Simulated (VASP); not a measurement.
Wanted: the native input for a VASP 6.6.1 run.

- Task: single point
- Functional: BLYP
- Potentials or basis: VASP PAW PBE potentials, release 64 (Ru_pv)
- Cutoff: 520 eV
- k mesh: 15 × 15 × 4
- Occupations: fermi-dirac, width 0.1 eV
- Spin: no spin polarisation
- Dipole correction: no
- Further INCAR settings: ALGO = Normal; EDIFF = 1e-06; NBANDS = 36

The structure of Ru lies in POSCAR:

```
Ru
1.0
    2.7535196847      0.0000000000      0.0000000000
   -1.3767598424      2.3846179968      0.0000000000
    0.0000000000      0.0000000000      8.8296063363
Ru
4
Direct
    1.0000000000      1.0000000000      1.0000000000
    1.0000000000      1.0000000000      0.5000000000
    0.3333333333      0.6666666667      0.2500000000
    0.6666666667      0.3333333333      0.7500000000
```

One way to write it, as run:

INCAR

```
SYSTEM = Ru
AGGAC = 1.0
AGGAX = 1.0
ALDAC = 0.0
ALDAX = 1.0
ALGO = Normal
EDIFF = 1E-6
ENCUT = 520
GGA = B5
ISIF = 2
ISMEAR = -1
LASPH = .True.
LCHARG = .False.
LREAL = .False.
LWAVE = .False.
NBANDS = 36
NELM = 60
PREC = Accurate
SIGMA = 0.1
```

KPOINTS

```
k-points
0
Gamma
  15 15 4
  0 0 0
```

Potentials or basis: VASP PAW PBE potentials, release 64 (Ru_pv).

The run is started by

```sh
$ cat potpaw_PBE.64/Ru_pv/POTCAR > POTCAR
$ mpirun -np 1 vasp_std > vasp.out
```

Results of the run:

```json
{"Pressure": "0.5 GPa", "Band gap on the k mesh": "zero (bands 28 and 29 overlap by 2.57 eV)"}
```

Caveat: the PAW data sets were made with another functional, which shifts forces and pressure a little.

Run time: 3 min on 1 thread of Intel Xeon 8259CL, with other jobs on the host, peak memory 0.25 GiB.
